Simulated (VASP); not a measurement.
# RbBr in VASP: a series of runs, part 2 of 2

VASP 6.6.1. Earlier steps stand in the parts before.

## 3. Single point, PBE (epitaxial 111 strain -0.5%)

INCAR

```
  PREC = Accurate
  ENCUT = 520
  EDIFF = 1E-6
  ISMEAR = 0
  SIGMA = 0.01
  LREAL = False
  LASPH = True
  NELM = 100
  ALGO = Normal
  ISIF = 2
  LWAVE = False
  LCHARG = True
  GGA = PE
  LELF = True
  LVHAR = True
  NBANDS = 15
```

KPOINTS

```
Automatic mesh
0
Gamma
  4 4 4
```

POSCAR

```
RbBr
1.0
    0.0280869168      3.4716088936      3.4716088936
    3.4716088936      0.0280869168      3.4716088936
    3.4716088936      3.4716088936      0.0280869168
Rb Br
1 1
Direct
    0.0000000000      0.0000000000      0.0000000000
    0.5000000000      0.5000000000      0.5000000000
```

Potentials or basis: VASP PAW PBE potentials, release 64 (Rb_sv, Br).

Command:

```console
> cat potpaw_PBE.64/Rb_sv/POTCAR potpaw_PBE.64/Br/POTCAR > POTCAR
> mpirun -np 1 vasp_std > vasp.out
```

OUTCAR:

```text
PREC = Accurate
   ENCUT = 520
   EDIFF = 1E-6
   ISMEAR = 0
   LREAL = False
   LASPH = True
   NELM = 100
   ISIF = 2
   GGA = PE

 ion  position               nearest neighbor table
   1  0.000  0.000  0.000-   2 3.46   2 3.46   2 3.46   2 3.46   2 3.46   2 3.46
   2  0.500  0.500  0.500-   1 3.46   1 3.46   1 3.46   1 3.46   1 3.46   1 3.46

  LATTYP: Found a trigonal (rhomboedric) cell.
 ALAT       =     4.9096767200
 COS(alpha) =     0.5080738330

  Lattice vectors:

 A1 = (   0.0280869168,   3.4716088936,   3.4716088936)
 A2 = (   3.4716088936,   0.0280869168,   3.4716088936)
 A3 = (   3.4716088936,   3.4716088936,   0.0280869168)

Analysis of symmetry for initial positions (statically):
=====================================================================
 Subroutine PRICEL returns:
 Original cell was already a primitive cell.

 Routine SETGRP: Setting up the symmetry group for a
 trigonal (rhombohedral) supercell.

 Subroutine GETGRP returns: Found 12 space group operations
 (whereof 12 operations were pure point group operations)
 out of a pool of 12 trial point group operations.

The static configuration has the point symmetry D_3d.

Analysis of symmetry for dynamics (positions and initial velocities):
=====================================================================
 Subroutine PRICEL returns:
 Original cell was already a primitive cell.

 Routine SETGRP: Setting up the symmetry group for a
 trigonal (rhombohedral) supercell.

 Subroutine GETGRP returns: Found 12 space group operations
 (whereof 12 operations were pure point group operations)
 out of a pool of 12 trial point group operations.

The dynamic configuration has the point symmetry D_3d.

 Subroutine INISYM returns: Found 12 space group operations
 (whereof 12 operations are pure point group operations),
 and found     1 'primitive' translations

----------------------------------------------------------------------------------------

                                     Primitive cell

  volume of cell :      82.6646

  direct lattice vectors                    reciprocal lattice vectors
     0.028086917  3.471608894  3.471608894    -0.145785179  0.144615175  0.144615175
     3.471608894  0.028086917  3.471608894     0.144615175 -0.145785179  0.144615175
     3.471608894  3.471608894  0.028086917     0.144615175  0.144615175 -0.145785179

  length of vectors
     4.909676720  4.909676720  4.909676720     0.251158149  0.251158149  0.251158149

  position of ions in fractional coordinates (direct lattice)
     0.000000000  0.000000000  0.000000000
     0.500000000  0.500000000  0.500000000

  ion indices of the primitive-cell ions
   primitive index   ion index
                 1           1
                 2           2

----------------------------------------------------------------------------------------

 KPOINTS: Automatic mesh

Automatic generation of k-mesh.
 Grid dimensions read from file:
 generate k-points for:    4    4    4

 Generating k-lattice:

  Cartesian coordinates                     Fractional coordinates (reciprocal lattice)
[... 29 lines left out ...]
  0.500000  0.500000  0.500000      1.000000
   k-points           NKPTS =     13   k-points in BZ     NKDIM =     13   number of bands    NBANDS=     15
   number of dos      NEDOS =    301   number of ions     NIONS =      2
   total plane-waves  NPLWV =  64000
   dimension x,y,z NGX =    40 NGY =   40 NGZ =   40
   dimension x,y,z NGXF=    80 NGYF=   80 NGZF=   80
   ions per type =               1   1
   NGX,Y,Z   is equivalent  to a cutoff of  13.54, 13.54, 13.54 a.u.
   NGXF,Y,Z  is equivalent  to a cutoff of  27.09, 27.09, 27.09 a.u.
 SYSTEM =  unknown system
   PREC   = accura    normal or accurate (medium, high low for compatibility)
   ISTART =      0    job   : 0-new  1-cont  2-samecut
   ICHARG =      2    charge: 1-file 2-atom 10-const
   ISPIN  =      1    spin polarized calculation?
   LNONCOLLINEAR =      F non collinear calculations
   LSORBIT =      F    spin-orbit coupling
   LASPH  =      T    aspherical Exc in radial PAW
   ENCUT  =  520.0 eV  38.22 Ry    6.18 a.u.   9.13  9.13  9.13*2*pi/ulx,y,z
   NELM   =    100;   NELMIN=  2; NELMDL= -5     # of ELM steps
   EDIFF  = 0.1E-05   stopping-criterion for ELM
   LREAL  =      F    real-space projection
   EDIFFG = 0.1E-04   stopping-criterion for IOM
   NSW    =      0    number of steps for IOM
   IBRION =     -1    ionic relax: 0-MD 1-quasi-New 2-CG
   NFREE  =      0    steps in history (QN), initial steepest desc. (CG)
   ISIF   =      2    stress and relaxation
   ISYM   =      2    0-nonsym 1-usesym 2-fastsym
   POTIM  = 0.5000    time-step for ionic-motion
   TEBEG  =    0.0;   TEEND  =   0.0 temperature during run
   PSTRESS=    0.0 pullay stress
   NELECT =      16.0000    total number of electrons
   NUPDOWN=      -1.0000    fix difference up-down
   EMIN   =  10.00;   EMAX   =-10.00  energy-range for DOS
   EFERMI =   0.00;   METHOD = LEGACY
   ISMEAR =     0;   SIGMA  =   0.01  broadening in eV -4-tet -1-fermi 0-gaus
   EFERMI_NEDOS =   21; number of points for ismear=-14 and -15
   IALGO  =     38    algorithm
   IMIX   =      4    mixing-type and parameters
     AMIX     =   0.40;   BMIX     =  1.00
     AMIX_MAG =   1.60;   BMIX_MAG =  1.00
  volume/ion in A,a.u.               =      41.33       278.92
  Fermi-wavevector in a.u.,A,eV,Ry     =   0.946982  1.789536 12.201354  0.896774
  Thomas-Fermi vector in A             =   2.075031
   LORBIT       =      0    0 simple, 1 ext, 2 COOP (PROOUT), +10 PAW based schemes
   GGA     = PE    functional components
   LHFCALC =     F    Hartree Fock is set to
   AEXX    =    0.0000 exact exchange contribution
   IVDW    =     0    specifies the selected vdW correction
   LEPSILON=     F    determine dielectric tensor
   LRPA    =     F    only Hartree local field effects (RPA)
 non-spin polarized calculation
 Gauss-broadening in eV      SIGMA  =   0.01
  energy-cutoff  :      520.00
  volume of cell :       82.66
 maximum number of plane-waves:      2240
 NGX is ok and might be reduce to    40
   NGX = 19   NGY = 19   NGZ = 19

 number of electron      15.9999999 magnetization

 Free energy of the ion-electron system (eV)
  ---------------------------------------------------
  ext. energy  EPLUGINS =         0.00000000
  ---------------------------------------------------
  free energy    TOTEN  =        -6.10800362 eV

  energy without entropy =       -6.10800362  energy(sigma->0) =       -6.10800362

 E-fermi :  -1.7291     XC(G=0):  -7.1289

 val. band max:       -1.8436603483   @ k =   0.0000   0.0000   0.0000
 cond. band min:       2.4444246091   @ k =   0.0000   0.0000   0.0000
 fundamental gap:      4.2880849574
 Fermi energy:        -1.7291469284

 k-point     1 :       0.0000    0.0000    0.0000
  band No.  band energies     occupation
      1     -26.3222      2.00000
      2     -14.0051      2.00000
      3     -10.3967      2.00000
      4     -10.3967      2.00000
      5     -10.3967      2.00000
      6      -1.8630      2.00000
      7      -1.8437      2.00000
      8      -1.8437      2.00000
      9       2.4444      0.00000
     10       5.3599      0.00000
     11       5.4510      0.00000
     12       5.4510      0.00000
     13       6.2910      0.00000
     14       6.2910      0.00000
[... 203 lines left out ...]
      2     -14.0449      2.00000
      3     -10.4032      2.00000
      4     -10.4032      2.00000
      5     -10.3491      2.00000
      6      -2.7985      2.00000
      7      -2.1664      2.00000
      8      -2.1664      2.00000
      9       4.8898      0.00000
     10       5.7347      0.00000
     11       7.5294      0.00000
     12       7.5294      0.00000
     13       8.2552      0.00000
     14       8.2552      0.00000
     15       8.8327      0.00000

------------------------ aborting loop because EDIFF is reached ----------------------------------------

  FORCE on cell =-STRESS in cart. coord.  units (eV):
  Direction    XX          YY          ZZ          XY          YZ          ZX
  --------------------------------------------------------------------------------------
  -------------------------------------------------------------------------------------
  Total        0.3134148      0.3134148      0.3134148     -0.0167166     -0.0167166     -0.0167166
  in kB        6.0744960      6.0744960      6.0744960     -0.3239956     -0.3239956     -0.3239956
  external PRESSURE =       6.0744960 kB  Pullay stress =       0.0000000 kB

 VOLUME and BASIS-vectors are now :
 -----------------------------------------------------------------------------
  energy-cutoff  :      520.00
  volume of cell :       82.66
      direct lattice vectors                 reciprocal lattice vectors
     0.028086917  3.471608894  3.471608894    -0.145785179  0.144615175  0.144615175
     3.471608894  0.028086917  3.471608894     0.144615175 -0.145785179  0.144615175
     3.471608894  3.471608894  0.028086917     0.144615175  0.144615175 -0.145785179

 POSITION                                       TOTAL-FORCE (eV/Angst)
 -----------------------------------------------------------------------------------
      0.00000      0.00000      0.00000        -0.000000      0.000000     -0.000000
      3.48565      3.48565      3.48565         0.000000     -0.000000      0.000000
 -----------------------------------------------------------------------------------
    total drift:                                0.000000     -0.000000     -0.000000

  FREE ENERGIE OF THE ION-ELECTRON SYSTEM (eV)
  ---------------------------------------------------
  free  energy   TOTEN  =        -6.1080036200 eV

  energy  without entropy=       -6.1080036200  energy(sigma->0) =       -6.10800362
```

Wall time 42 s (1 thread of AMD EPYC 7R13, shared host); peak memory 0.2 GiB.

Results:

```
Free energy            : -6.1080 eV
Pressure               : 0.6 GPa
Band gap on the k mesh : 4.29 eV
```

Caveat: the cell differs from its parent crystal (epitaxial 111 strain -0.5%).

## 4. Single point, PBE (epitaxial xy strain -1.5%)

INCAR

```
PREC = Accurate
ENCUT = 520
EDIFF = 1E-6
ISMEAR = 0
SIGMA = 0.01
LREAL = F
LASPH = T
NELM = 100
ALGO = Normal
ISIF = 2
LWAVE = F
LCHARG = T
GGA = PE
LELF = T
LVHAR = T
NBANDS = 15
```

KPOINTS is that of step 3.

POSCAR

```
RbBr
1.0
    0.0000000000      3.4089137157      3.4749919312
    3.4089137157      0.0000000000      3.4749919312
    3.4089137157      3.4089137157      0.0000000000
Rb Br
1 1
Direct
    0.0000000000      0.0000000000      0.0000000000
    0.5000000000      0.5000000000      0.5000000000
```

Command:

```console
> cat potpaw_PBE.64/Rb_sv/POTCAR potpaw_PBE.64/Br/POTCAR > POTCAR
> mpirun -np 1 vasp_std > vasp.out
```

Run time: 35 s. Hardware: 1 thread of AMD EPYC 7R13, shared host; peak memory 0.17 GiB.

Results (log left out):

```yaml
Free_energy: -6.0968 eV
Pressure: 1.0 GPa
Band_gap_on_the_k_mesh: 4.35 eV
```

Stress tensor (GPa, compression positive):
```
1.19 0.00 0.00
0.00 1.19 0.00
0.00 0.00 0.58
```

Levels at points of the mesh, in eV from the valence-band top:
| k point | band 6 | band 7 | band 8 | band 9 | band 10 | band 11 |
| --- | --- | --- | --- | --- | --- | --- |
| (0.00, 0.00, 0.00) | -0.02 | 0.00 | 0.00 | 4.35 | 7.20 | 7.31 |
| (0.50, 0.00, 0.00) | -0.99 | -0.36 | -0.36 | 6.80 | 7.70 | 9.46 |
| (0.50, 0.50, 0.00) | -0.50 | -0.15 | -0.15 | 5.62 | 7.10 | 9.13 |
| (0.50, 0.00, 0.50) | -0.47 | -0.18 | -0.17 | 5.60 | 7.12 | 9.20 |

Caveat: the cell differs from its parent crystal (epitaxial xy strain -1.5%).

## 5. Single point, PBE (uniaxial z strain +2.5%)

INCAR

```
SYSTEM = RbBr
  PREC = Accurate
  ENCUT = 520
  EDIFF = 1E-6
  ISMEAR = 0
  SIGMA = 0.01
  LREAL = .FALSE.
  LASPH = .TRUE.
  NELM = 100
  ALGO = Normal
  ISIF = 2
  LWAVE = .FALSE.
  LCHARG = .FALSE.
  GGA = PE
  NBANDS = 15
```

KPOINTS

```
Automatic mesh
0
G
  4 4 4
  0 0 0
```

POSCAR

```
RbBr
1.0
    0.0000000000      3.4608261073      3.5473467599
    3.4608261073      0.0000000000      3.5473467599
    3.4608261073      3.4608261073      0.0000000000
Rb Br
1 1
Direct
    0.0000000000      0.0000000000      0.0000000000
    0.5000000000      0.5000000000      0.5000000000
```

Command:

```console
> cat potpaw_PBE.64/Rb_sv/POTCAR potpaw_PBE.64/Br/POTCAR > POTCAR
> mpirun -np 1 vasp_std > vasp.out
```

Run time: 41 s. Hardware: 1 thread of AMD EPYC 7R13, shared host; peak memory 0.19 GiB.

Results (log left out):

* Free energy: -6.1116 eV
* Pressure: 0.2 GPa
* Band gap on the k mesh: 4.22 eV

Stress tensor (GPa, compression positive):
```
 0.45  0.00  0.00
 0.00  0.45  0.00
 0.00  0.00 -0.15
```

Levels at points of the mesh, in eV from the valence-band top:
| k point | band 6 | band 7 | band 8 | band 9 | band 10 | band 11 |
| --- | --- | --- | --- | --- | --- | --- |
| (0.00, 0.00, 0.00) | -0.02 | 0.00 | 0.00 | 4.22 | 7.16 | 7.30 |
| (0.50, 0.00, 0.00) | -0.91 | -0.32 | -0.32 | 6.67 | 7.51 | 9.30 |
| (0.50, 0.50, 0.00) | -0.49 | -0.15 | -0.15 | 5.67 | 6.90 | 8.85 |
| (0.50, 0.00, 0.50) | -0.45 | -0.17 | -0.17 | 5.64 | 6.93 | 8.95 |

Caveat: the cell differs from its parent crystal (uniaxial z strain +2.5%).

## 6. Single point, PBE (strain -2.5%)

INCAR

```
SYSTEM = RbBr
PREC = Accurate
ENCUT = 520
EDIFF = 1E-6
ISMEAR = -1
SIGMA = 0.02
LREAL = .False.
LASPH = .True.
NELM = 80
ALGO = Normal
ISIF = 2
LWAVE = .False.
LCHARG = .True.
GGA = PE
LELF = .True.
LVHAR = .True.
NBANDS = 15
```

KPOINTS

```
regular mesh
0
Gamma
  6 6 6
  0 0 0
```

POSCAR

```
RbBr
1.0
    0.0000000000      3.3743054546      3.3743054546
    3.3743054546      0.0000000000      3.3743054546
    3.3743054546      3.3743054546      0.0000000000
Rb Br
1 1
Direct
    0.0000000000      0.0000000000      0.0000000000
    0.5000000000      0.5000000000      0.5000000000
```

Potentials or basis: VASP PAW PBE potentials, release 64 (Rb_sv, Br).

Command:

```console
> cat potpaw_PBE.64/Rb_sv/POTCAR potpaw_PBE.64/Br/POTCAR > POTCAR
> mpirun -np 1 vasp_std > vasp.out
```

OUTCAR:

```text
SYSTEM = RbBr
   PREC = Accurate
   ENCUT = 520
   EDIFF = 1E-6
   ISMEAR = -1
   LREAL = .False.
   LASPH = .True.
   NELM = 80
   ISIF = 2
   GGA = PE

 ion  position               nearest neighbor table
   1  0.000  0.000  0.000-   2 3.37   2 3.37   2 3.37   2 3.37   2 3.37   2 3.37
   2  0.500  0.500  0.500-   1 3.37   1 3.37   1 3.37   1 3.37   1 3.37   1 3.37

  LATTYP: Found a face centered cubic cell.
 ALAT       =     6.7486109092

  Lattice vectors:

[... 461 lines left out ...]
     15      10.0346      0.00000

------------------------ aborting loop because EDIFF is reached ----------------------------------------

  FORCE on cell =-STRESS in cart. coord.  units (eV):
  Direction    XX          YY          ZZ          XY          YZ          ZX
  --------------------------------------------------------------------------------------
  -------------------------------------------------------------------------------------
  Total        0.9087994      0.9087994      0.9087994      0.0000000      0.0000000     -0.0000000
  in kB       18.9493981     18.9493981     18.9493981      0.0000000      0.0000000     -0.0000000
  external PRESSURE =      18.9493981 kB  Pullay stress =       0.0000000 kB

 VOLUME and BASIS-vectors are now :
 -----------------------------------------------------------------------------
  energy-cutoff  :      520.00
  volume of cell :       76.84
      direct lattice vectors                 reciprocal lattice vectors
     0.000000000  3.374305455  3.374305455    -0.148178642  0.148178642  0.148178642
     3.374305455  0.000000000  3.374305455     0.148178642 -0.148178642  0.148178642
     3.374305455  3.374305455  0.000000000     0.148178642  0.148178642 -0.148178642

 POSITION                                       TOTAL-FORCE (eV/Angst)
 -----------------------------------------------------------------------------------
      0.00000      0.00000      0.00000         0.000000      0.000000      0.000000
      3.37431      3.37431      3.37431        -0.000000     -0.000000      0.000000
 -----------------------------------------------------------------------------------
    total drift:                                0.000000      0.000000      0.000000

  FREE ENERGIE OF THE ION-ELECTRON SYSTEM (eV)
  ---------------------------------------------------
  free  energy   TOTEN  =        -6.0642984947 eV

  energy  without entropy=       -6.0642984947  energy(sigma->0) =       -6.06429849
```

It took 48 s on 1 thread of AMD EPYC 7R13, shared host; peak memory 0.18 GiB.

Results:

```
Free energy            : -6.0643 eV
Pressure               : 1.9 GPa
Band gap on the k mesh : 4.48 eV
```

Levels at points of the mesh, in eV from the valence-band top:
```tsv
k point	band 6	band 7	band 8	band 9	band 10	band 11
(0.00, 0.00, 0.00)	0.00	0.00	0.00	4.48	7.29	7.29
(0.50, 0.00, 0.00)	-1.07	-0.40	-0.40	6.93	7.88	9.63
(0.50, 0.50, 0.00)	-0.48	-0.16	-0.16	5.56	7.31	9.29
```

Caveat: the cell differs from its parent crystal (strain -2.5%).

## 7. The runs side by side

```tsv
cell	k mesh	smearing	gap on the mesh (eV)	pressure (GPa)
a = 4.772 Å, angles 60.0°, 2 atoms	4 × 4 × 4	gaussian 0.01 eV	4.48	1.9
a = 4.910 Å, angles 59.5°, 2 atoms	4 × 4 × 4	gaussian 0.01 eV	4.29	0.6
a = 4.868, b = 4.868, c = 4.821 Å, angles 60.3, 60.3, 59.4°, 2 atoms	4 × 4 × 4	gaussian 0.01 eV	4.35	1.0
a = 4.956, b = 4.956, c = 4.894 Å, angles 60.4, 60.4, 59.2°, 2 atoms	4 × 4 × 4	gaussian 0.01 eV	4.22	0.2
a = 4.772 Å, angles 60.0°, 2 atoms	6 × 6 × 6	fermi-dirac 0.02 eV	4.48	1.9
```

Alike in all rows: task single point; level PBE; potentials or basis VASP PAW PBE potentials, release 64 (Rb_sv, Br); no spin polarisation; cutoff (eV) 520.

Absolute energies hang on the potentials; compare differences alone.
